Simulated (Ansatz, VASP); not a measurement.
## BaTiO3: VASP beside Ansatz

```
Ba Ti O
1.0
    -3.99980    0.00000    0.00000
     0.00000    0.00000   -4.01800
     0.00000   -7.99960    0.00000
Ba Ti O
2 2 6
Direct
  0.00144 0.02304 0.50759
  0.99856 0.97696 0.99241
  0.48033 0.56319 0.23580
  0.51967 0.47281 0.76420
  0.49380 0.96597 0.25815
  0.50620 0.00203 0.74185
  0.50761 0.49933 0.50744
  0.49239 0.47067 0.99256
  0.01522 0.48841 0.27113
  0.98478 0.48159 0.72887
```

Alike in both runs: task single point; functional PBE; k mesh 7 × 7 × 4; occupations fermi-dirac, width 0.05 eV; no spin polarisation.

```csv
,VASP,Ansatz
version,VASP 6.6.1,Ansatz 0.2.0
potentials or method,"VASP PAW PBE potentials, release 64 (Ba_sv, Ti_sv, O), cutoff 520 eV",Ansatz PAW
valence electrons in the cell,80,80
```

|  | VASP | Ansatz | Ansatz less VASP |
| --- | --- | --- | --- |
| gap on the k mesh at the Fermi level (eV) | 1.35 | 1.39 | +0.043 |
| least direct gap on the mesh (eV) | 1.51 | 1.55 | +0.038 |
| pressure (GPa) | 12.0 | 10.0 | -1.95 |
| traceless stress, the component that is largest in VASP (GPa) | 6.70 | 6.37 | -0.332 |
| rms of the force components (eV/Å) | 2.016 | 1.952 | -0.0633 |

Atom by atom the forces differ by 0.086 eV/Å (rms over components).

Neither program's run includes spin-orbit coupling. Noted on Ansatz's run: odd divisions of the mesh miss points on the zone boundary, where band edges often lie, so the gap on the mesh can be too wide.
